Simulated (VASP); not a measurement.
# Mg5Se (Cmmm) in VASP: notebook

The runs below take Mg5Se through single point, relaxation of cell and atoms, with PBE.

All numbers are computed with VASP 6.6.1; they aren't measurements. Logs are shortened: lines on timing, memory, paths and dates and some standing lists are left out, and cuts for length are marked.

## Step 1: The cell of the first run

It takes space group Cmmm (No. 65, orthorhombic). The conventional cell has a = 5.381 Å, b = 5.478 Å, c = 9.156 Å, α = 90.00°, β = 90.00°, γ = 90.00°. Within 2.8 Å of Mg (site symmetry m) lie 1 Se at 2.15 Å and 3 Mg at 2.43 to 2.75 Å. Mg (site symmetry mmm) has 16 Mg at 3.25 to 4.33 Å within 4.4 Å. Se (site symmetry mmm) has 4 Mg at 2.15 Å within 2.8 Å.

The cell was built from a structure type or drawn by symmetry, and may not be a known phase.

## Step 2: Single point, PBE

INCAR

```
ALGO = Normal
EDIFF = 1E-6
ENCUT = 520
GGA = PE
ISIF = 2
ISMEAR = 0
LASPH = True
LCHARG = False
LREAL = False
LWAVE = False
NBANDS = 17
NELM = 100
PREC = Accurate
SIGMA = 0.1
```

KPOINTS

```
k-points
0
Gamma
  4 4 2
```

POSCAR

```
Mg5Se
1.0
    2.6903534400     -2.7388131200      0.0000000000
    2.6903534400      2.7388131200      0.0000000000
    0.0000000000      0.0000000000      9.1563140700
Mg Se
5 1
Direct
    0.2745992100      0.2745992100      0.1708093000
    0.7254007900      0.7254007900      0.1708093000
    0.2745992100      0.2745992100      0.8291907000
    0.7254007900      0.7254007900      0.8291907000
    0.5000000000      0.5000000000      0.5000000000
    0.0000000000      0.0000000000      0.0000000000
```

Potentials or basis: VASP PAW PBE potentials, release 64 (Mg, Se).

Command:

```console
cat potpaw_PBE.64/Mg/POTCAR potpaw_PBE.64/Se/POTCAR > POTCAR
mpirun -np 1 vasp_std > vasp.out
```

OUTCAR:

```text
EDIFF = 1E-6
   ENCUT = 520
   GGA = PE
   ISIF = 2
   ISMEAR = 0
   LASPH = True
   LREAL = False
   NELM = 100
   PREC = Accurate

 ion  position               nearest neighbor table
   1  0.275  0.275  0.171-   6 2.15   2 2.43   2 2.75   2 2.75   2 2.96   3 3.13   5 3.25
   2  0.725  0.725  0.171-   6 2.15   1 2.43   1 2.75   1 2.75   1 2.96   4 3.13   5 3.25
   3  0.275  0.275  0.829-   6 2.15   4 2.43   4 2.75   4 2.75   4 2.96   1 3.13   5 3.25
   4  0.725  0.725  0.829-   6 2.15   3 2.43   3 2.75   3 2.75   3 2.96   2 3.13   5 3.25
   5  0.500  0.500  0.500-   1 3.25   2 3.25   3 3.25   4 3.25
   6  0.000  0.000  0.000-   1 2.15   2 2.15   3 2.15   4 2.15

  LATTYP: Found a base centered orthorhombic cell.
 ALAT       =     5.3807068800
 B/A-ratio  =     1.0180123843
 C/A-ratio  =     1.7016935273

  Lattice vectors:

 A1 = (   2.6903534400,  -2.7388131200,   0.0000000000)
 A2 = (   2.6903534400,   2.7388131200,   0.0000000000)
 A3 = (   0.0000000000,   0.0000000000,   9.1563140700)

Analysis of symmetry for initial positions (statically):
=====================================================================
 Subroutine PRICEL returns:
 Original cell was already a primitive cell.

 Routine SETGRP: Setting up the symmetry group for a
 base centered orthorhombic supercell.

 Subroutine GETGRP returns: Found  8 space group operations
 (whereof  8 operations were pure point group operations)
 out of a pool of  8 trial point group operations.

The static configuration has the point symmetry D_2h.

Analysis of symmetry for dynamics (positions and initial velocities):
=====================================================================
 Subroutine PRICEL returns:
 Original cell was already a primitive cell.

 Routine SETGRP: Setting up the symmetry group for a
 base centered orthorhombic supercell.

 Subroutine GETGRP returns: Found  8 space group operations
 (whereof  8 operations were pure point group operations)
 out of a pool of  8 trial point group operations.

The dynamic configuration has the point symmetry D_2h.

 Subroutine INISYM returns: Found  8 space group operations
 (whereof  8 operations are pure point group operations),
 and found     1 'primitive' translations

----------------------------------------------------------------------------------------

                                     Primitive cell

  volume of cell :     134.9343

  direct lattice vectors                    reciprocal lattice vectors
     2.690353440 -2.738813120  0.000000000     0.185849187 -0.182560831  0.000000000
     2.690353440  2.738813120  0.000000000     0.185849187  0.182560831  0.000000000
     0.000000000  0.000000000  9.156314070     0.000000000  0.000000000  0.109214253

  length of vectors
     3.839153414  3.839153414  9.156314070     0.260515599  0.260515599  0.109214253

  position of ions in fractional coordinates (direct lattice)
     0.274599210  0.274599210  0.170809300
     0.725400790  0.725400790  0.170809300
     0.274599210  0.274599210  0.829190700
     0.725400790  0.725400790  0.829190700
     0.500000000  0.500000000  0.500000000
     0.000000000  0.000000000  0.000000000

  ion indices of the primitive-cell ions
   primitive index   ion index
                 1           1
                 2           2
                 3           3
                 4           4
                 5           5
                 6           6

----------------------------------------------------------------------------------------

 KPOINTS: k-points

Automatic generation of k-mesh.
 Grid dimensions read from file:
 generate k-points for:    4    4    2

 Generating k-lattice:

  Cartesian coordinates                     Fractional coordinates (reciprocal lattice)
     0.046462297 -0.045640208  0.000000000     0.250000000  0.000000000  0.000000000
     0.046462297  0.045640208  0.000000000     0.000000000  0.250000000  0.000000000
     0.000000000  0.000000000  0.054607126     0.000000000  0.000000000  0.500000000

  Length of vectors
     0.065128900  0.065128900  0.054607126

  Shift w.r.t. Gamma in fractional coordinates (k-lattice)
     0.000000000  0.000000000  0.000000000

 Subroutine IBZKPT returns following result:
 ===========================================

 Found     14 irreducible k-points:

 Following reciprocal coordinates:
            Coordinates               Weight
  0.000000  0.000000  0.000000      1.000000
  0.250000  0.000000  0.000000      4.000000
  0.500000  0.000000  0.000000      2.000000
  0.250000  0.250000  0.000000      2.000000
  0.500000  0.250000  0.000000      4.000000
 -0.250000  0.250000  0.000000      2.000000
  0.500000  0.500000  0.000000      1.000000
  0.000000  0.000000  0.500000      1.000000
  0.250000  0.000000  0.500000      4.000000
  0.500000  0.000000  0.500000      2.000000
  0.250000  0.250000  0.500000      2.000000
  0.500000  0.250000  0.500000      4.000000
 -0.250000  0.250000  0.500000      2.000000
  0.500000  0.500000  0.500000      1.000000
   k-points           NKPTS =     14   k-points in BZ     NKDIM =     14   number of bands    NBANDS=     17
   number of dos      NEDOS =    301   number of ions     NIONS =      6
   total plane-waves  NPLWV =  63000
   dimension x,y,z NGX =    30 NGY =   30 NGZ =   70
   dimension x,y,z NGXF=    60 NGYF=   60 NGZF=  140
   ions per type =               5   1
   NGX,Y,Z   is equivalent  to a cutoff of  12.99, 12.99, 12.71 a.u.
   NGXF,Y,Z  is equivalent  to a cutoff of  25.98, 25.98, 25.42 a.u.
 SYSTEM =  unknown system
   PREC   = accura    normal or accurate (medium, high low for compatibility)
   ISTART =      0    job   : 0-new  1-cont  2-samecut
   ICHARG =      2    charge: 1-file 2-atom 10-const
   ISPIN  =      1    spin polarized calculation?
   LNONCOLLINEAR =      F non collinear calculations
   LSORBIT =      F    spin-orbit coupling
   LASPH  =      T    aspherical Exc in radial PAW
   ENCUT  =  520.0 eV  38.22 Ry    6.18 a.u.   7.14  7.14 17.02*2*pi/ulx,y,z
   NELM   =    100;   NELMIN=  2; NELMDL= -5     # of ELM steps
   EDIFF  = 0.1E-05   stopping-criterion for ELM
   LREAL  =      F    real-space projection
   EDIFFG = 0.1E-04   stopping-criterion for IOM
   NSW    =      0    number of steps for IOM
   IBRION =     -1    ionic relax: 0-MD 1-quasi-New 2-CG
   NFREE  =      0    steps in history (QN), initial steepest desc. (CG)
   ISIF   =      2    stress and relaxation
   ISYM   =      2    0-nonsym 1-usesym 2-fastsym
   POTIM  = 0.5000    time-step for ionic-motion
   TEBEG  =    0.0;   TEEND  =   0.0 temperature during run
   PSTRESS=    0.0 pullay stress
   NELECT =      16.0000    total number of electrons
   NUPDOWN=      -1.0000    fix difference up-down
   EMIN   =  10.00;   EMAX   =-10.00  energy-range for DOS
   EFERMI =   0.00;   METHOD = LEGACY
   ISMEAR =     0;   SIGMA  =   0.10  broadening in eV -4-tet -1-fermi 0-gaus
   EFERMI_NEDOS =   21; number of points for ismear=-14 and -15
   IALGO  =     38    algorithm
   IMIX   =      4    mixing-type and parameters
     AMIX     =   0.40;   BMIX     =  1.00
     AMIX_MAG =   1.60;   BMIX_MAG =  1.00
  volume/ion in A,a.u.               =      22.49       151.76
  Fermi-wavevector in a.u.,A,eV,Ry     =   0.804280  1.519869  8.801154  0.646867
  Thomas-Fermi vector in A             =   1.912307
   LORBIT       =      0    0 simple, 1 ext, 2 COOP (PROOUT), +10 PAW based schemes
   GGA     = PE    functional components
   LHFCALC =     F    Hartree Fock is set to
   AEXX    =    0.0000 exact exchange contribution
   IVDW    =     0    specifies the selected vdW correction
   LEPSILON=     F    determine dielectric tensor
   LRPA    =     F    only Hartree local field effects (RPA)
 non-spin polarized calculation
 Gauss-broadening in eV      SIGMA  =   0.10
  energy-cutoff  :      520.00
  volume of cell :      134.93
 maximum number of plane-waves:      3660
 NGX is ok and might be reduce to    30
   NGX = 15   NGY = 15   NGZ = 35

 number of electron      16.0000001 magnetization

 Free energy of the ion-electron system (eV)
  ---------------------------------------------------
  ext. energy  EPLUGINS =         0.00000000
  ---------------------------------------------------
  free energy    TOTEN  =        -5.11902282 eV

  energy without entropy =       -5.09645820  energy(sigma->0) =       -5.10774051

 E-fermi :   3.2359     XC(G=0):  -8.5292

 val. band max:        3.2212548377   @ k =   0.5000   0.0000   0.0000
 cond. band min:       3.2482386231   @ k =   0.5000   0.2500   0.5000
 fundamental gap:      0.0269837853
 Fermi energy:         3.2358907036

 k-point     1 :       0.0000    0.0000    0.0000
  band No.  band energies     occupation
      1     -12.6720      2.00000
      2      -4.3956      2.00000
      3      -1.9772      2.00000
      4      -1.7519      2.00000
      5      -0.4835      2.00000
      6       0.5686      2.00000
[... 9 lines left out ...]
     16       8.4531      0.00000
     17       8.4924      0.00000

 k-point     2 :       0.2500    0.0000    0.0000
  band No.  band energies     occupation
      1     -12.4827      2.00000
      2      -3.9909      2.00000
      3      -3.3760      2.00000
      4      -1.2057      2.00000
      5      -0.7308      2.00000
      6       0.5419      2.00000
[... 9 lines left out ...]
     16       8.4405      0.00000
     17       8.8386      0.00000

 k-point     3 :       0.5000    0.0000    0.0000
  band No.  band energies     occupation
      1     -12.2708      2.00000
      2      -4.4554      2.00000
      3      -3.4332      2.00000
      4      -0.7689      2.00000
      5       0.0556      2.00000
      6       0.5304      2.00000
[... 192 lines left out ...]
 k-point    13 :      -0.2500    0.2500    0.5000
  band No.  band energies     occupation
      1     -12.3084      2.00000
      2      -3.6590      2.00000
      3      -2.9869      2.00000
      4      -2.8387      2.00000
      5      -0.2104      2.00000
      6       0.6898      2.00000
[... 9 lines left out ...]
     16       7.9930      0.00000
     17       8.0579      0.00000

 k-point    14 :       0.5000    0.5000    0.5000
  band No.  band energies     occupation
      1     -11.9260      2.00000
      2      -3.8258      2.00000
      3      -3.1501      2.00000
      4      -2.8210      2.00000
      5       0.5225      2.00000
      6       1.7667      2.00000
[... 9 lines left out ...]
     16       5.6169      0.00000
     17       9.7086      0.00000

------------------------ aborting loop because EDIFF is reached ----------------------------------------

  FORCE on cell =-STRESS in cart. coord.  units (eV):
  Direction    XX          YY          ZZ          XY          YZ          ZX
  --------------------------------------------------------------------------------------
  -------------------------------------------------------------------------------------
  Total       28.2699988      9.1942330     20.8601443      0.0000000      0.0000000      0.0000000
  in kB      335.6711043    109.1700912    247.6882905      0.0000000      0.0000000      0.0000000
  external PRESSURE =     230.8431620 kB  Pullay stress =       0.0000000 kB

 VOLUME and BASIS-vectors are now :
 -----------------------------------------------------------------------------
  energy-cutoff  :      520.00
  volume of cell :      134.93
      direct lattice vectors                 reciprocal lattice vectors
     2.690353440 -2.738813120  0.000000000     0.185849187 -0.182560831  0.000000000
     2.690353440  2.738813120  0.000000000     0.185849187  0.182560831  0.000000000
     0.000000000  0.000000000  9.156314070     0.000000000  0.000000000  0.109214253

 POSITION                                       TOTAL-FORCE (eV/Angst)
 -----------------------------------------------------------------------------------
      1.47754      0.00000      1.56398         1.385478     -0.000000      3.803415
      3.90317      0.00000      1.56398        -1.385478     -0.000000      3.803415
      1.47754      0.00000      7.59233         1.385478     -0.000000     -3.803415
      3.90317      0.00000      7.59233        -1.385478     -0.000000     -3.803415
      2.69035      0.00000      4.57816         0.000000     -0.000000     -0.000000
      0.00000      0.00000      0.00000        -0.000000      0.000000     -0.000000
 -----------------------------------------------------------------------------------
    total drift:                               -0.000000     -0.000000     -0.000000

  FREE ENERGIE OF THE ION-ELECTRON SYSTEM (eV)
  ---------------------------------------------------
  free  energy   TOTEN  =        -5.1190228201 eV

  energy  without entropy=       -5.0964581988  energy(sigma->0) =       -5.10774051
```

It took 21 s on 1 thread of Intel Xeon 6975P-C (Granite Rapids), shared host; peak memory 0.24 GiB.

What came out:

```
Free energy            : -5.1190 eV
Pressure               : 23.1 GPa
Largest force          : 4.048 eV/Å
Band gap on the k mesh : zero (bands 8 and 9 overlap by 0.92 eV)
```

Forces on the atoms (eV/Å):
```
Mg   1.385  0.000  3.803
Mg  -1.385  0.000  3.803
Mg   1.385  0.000 -3.803
Mg  -1.385  0.000 -3.803
Mg   0.000  0.000  0.000
Se   0.000  0.000  0.000
```

Stress tensor (GPa, compression positive):
```
33.57  0.00  0.00
 0.00 10.92  0.00
 0.00  0.00 24.77
```

Levels at points of the mesh, in eV from the Fermi level:
```
           k point  band 4  band 5  band 6  band 7  band 8  band 9  band 10  band 11  band 12  band 13
(0.00, 0.00, 0.00)   -4.99   -3.72   -2.67   -2.36    0.11    0.82     2.13     3.09     3.53     4.47
(0.50, 0.00, 0.00)   -4.00   -3.18   -2.71   -2.22   -0.01    0.71     0.84     1.91     2.13     3.11
(0.50, 0.50, 0.00)   -6.06   -2.79   -1.30   -0.80   -0.15   -0.09     0.06     0.15     0.81     2.92
(0.00, 0.00, 0.50)   -4.58   -4.12   -3.72   -1.23   -0.19    0.83     2.68     2.99     3.35     3.93
(0.50, 0.00, 0.50)   -3.99   -3.62   -1.67   -1.65   -1.28   -0.51     1.45     2.03     2.54     3.99
(0.50, 0.50, 0.50)   -6.06   -2.71   -1.47   -1.37   -0.55    0.88     1.07     1.27     1.33     1.68
```

Caveat: the k points lie up to 0.41 Å⁻¹ apart, too coarse for converged energies and pressures of a metal; forces of over 1 eV/Å act on the atoms, so gaps and moduli don't describe the material at rest.

## Step 3: Single point, PBE

This run uses another cell than the first one, of 28.54 Å³/atom.

INCAR

```
SYSTEM = Mg5Se
ALGO     = Normal         ! electronic algorithm
EDIFF    = 1E-6           ! SCF threshold, eV
ENCUT    = 520            ! plane-wave cutoff, eV
GGA      = PE             ! functional
ISIF     = 2              ! what is computed and relaxed
ISMEAR   = 0              ! smearing method
LASPH    = .True.         ! aspherical terms in the spheres
LCHARG   = .False.        ! write CHGCAR
LREAL    = .False.        ! projectors in reciprocal space
LWAVE    = .False.        ! write WAVECAR
NBANDS   = 17             ! bands
NELM     = 100            ! most SCF steps
PREC     = Accurate       ! precision mode
SIGMA    = 0.1            ! smearing width, eV
```

KPOINTS

```
k-points
0
Gamma
  4 4 2
  0 0 0
```

POSCAR

```
Mg5Se
1.0
    4.2346826589     -2.7448092583      0.0000000000
    4.2346826589      2.7448092583      0.0000000000
    0.0000000000      0.0000000000      7.3667488492
Mg Se
5 1
Direct
    0.1736050296      0.1736050296      0.2980200646
    0.8263949704      0.8263949704      0.2980200646
    0.1736050296      0.1736050296      0.7019799354
    0.8263949704      0.8263949704      0.7019799354
    0.5000000000      0.5000000000      0.5000000000
    0.0000000000      0.0000000000      0.0000000000
```

Potentials or basis: VASP PAW PBE potentials, release 64 (Mg, Se).

Command:

```console
cat potpaw_PBE.64/Mg/POTCAR potpaw_PBE.64/Se/POTCAR > POTCAR
mpirun -np 1 vasp_std > vasp.out
```

OUTCAR:

```text
SYSTEM = Mg5Se
   EDIFF = 1E-6
   ENCUT = 520
   GGA = PE
   ISIF = 2
   ISMEAR = 0
   LASPH = .True.
   LREAL = .False.
   NELM = 100
   PREC = Accurate

 ion  position               nearest neighbor table
   1  0.174  0.174  0.298-   6 2.64   2 2.94   3 2.98   2 3.03   2 3.03   5 3.14   5 3.45   5 3.45

   2  0.826  0.826  0.298-   6 2.64   1 2.94   4 2.98   1 3.03   1 3.03   5 3.14   5 3.45   5 3.45

[... 482 lines left out ...]
  --------------------------------------------------------------------------------------
  -------------------------------------------------------------------------------------
  Total        0.2953999     -0.0342509     -0.1566482      0.0000000      0.0000000      0.0000000
  in kB        2.7636435     -0.3204382     -1.4655379      0.0000000      0.0000000      0.0000000
  external PRESSURE =       0.3258891 kB  Pullay stress =       0.0000000 kB

 VOLUME and BASIS-vectors are now :
 -----------------------------------------------------------------------------
  energy-cutoff  :      520.00
  volume of cell :      171.25
      direct lattice vectors                 reciprocal lattice vectors
     4.234682659 -2.744809258  0.000000000     0.118072602 -0.182162020  0.000000000
     4.234682659  2.744809258  0.000000000     0.118072602  0.182162020  0.000000000
     0.000000000  0.000000000  7.366748849     0.000000000  0.000000000  0.135745092

 POSITION                                       TOTAL-FORCE (eV/Angst)
 -----------------------------------------------------------------------------------
      1.47032      0.00000      2.19544         0.000316      0.000000      0.018950
      6.99904      0.00000      2.19544        -0.000316      0.000000      0.018950
      1.47032      0.00000      5.17131         0.000316      0.000000     -0.018950
      6.99904      0.00000      5.17131        -0.000316      0.000000     -0.018950
      4.23468      0.00000      3.68337         0.000000     -0.000000     -0.000000
      0.00000      0.00000      0.00000         0.000000      0.000000     -0.000000
 -----------------------------------------------------------------------------------
    total drift:                                0.000000     -0.000000     -0.000000

  FREE ENERGIE OF THE ION-ELECTRON SYSTEM (eV)
  ---------------------------------------------------
  free  energy   TOTEN  =       -11.2829084367 eV

  energy  without entropy=      -11.2701639913  energy(sigma->0) =      -11.27653621
```

stdout:

```text
POSCAR found type information on POSCAR MgSe
 POSCAR found :  2 types and       6 ions
 scaLAPACK will be used
 LDA part: xc-table for (Slater+PW92), standard interpolation
 POSCAR, INCAR and KPOINTS ok, starting setup
 FFT: planning ... GRIDC
 FFT: planning ... GRID_SOFT
 FFT: planning ... GRID
 WAVECAR not read
 entering main loop
```

It took 27 s on 1 thread of Intel Xeon 6975P-C (Granite Rapids), shared host; peak memory 0.27 GiB.

What came out:

* Free energy: -11.2829 eV
* Pressure: 0.0 GPa
* Largest force: 0.019 eV/Å
* Band gap on the k mesh: zero (bands 8 and 9 overlap by 1.41 eV)

Forces on the atoms (eV/Å):
```
Mg   0.000  0.000  0.019
Mg   0.000  0.000  0.019
Mg   0.000  0.000 -0.019
Mg   0.000  0.000 -0.019
Mg   0.000  0.000  0.000
Se   0.000  0.000  0.000
```

Levels at points of the mesh, in eV from the Fermi level:
```tsv
k point	band 6	band 7	band 8	band 9	band 10	band 11
(0.00, 0.00, 0.00)	-0.83	0.07	0.41	0.95	1.36	1.57
(0.50, 0.00, 0.00)	-2.15	-1.24	-0.48	0.43	0.81	1.80
(0.50, 0.50, 0.00)	-2.63	-1.42	-0.75	-0.48	0.97	1.14
(0.00, 0.00, 0.50)	-2.03	0.59	0.93	1.01	1.13	1.82
(0.50, 0.00, 0.50)	-2.49	-1.14	-0.10	0.14	0.41	1.53
(0.50, 0.50, 0.50)	-2.27	-1.09	-0.39	-0.30	0.04	1.79
```

Caveat: the k points lie up to 0.43 Å⁻¹ apart, too coarse for converged energies and pressures of a metal.

(Part 1 of 2 ends here.)
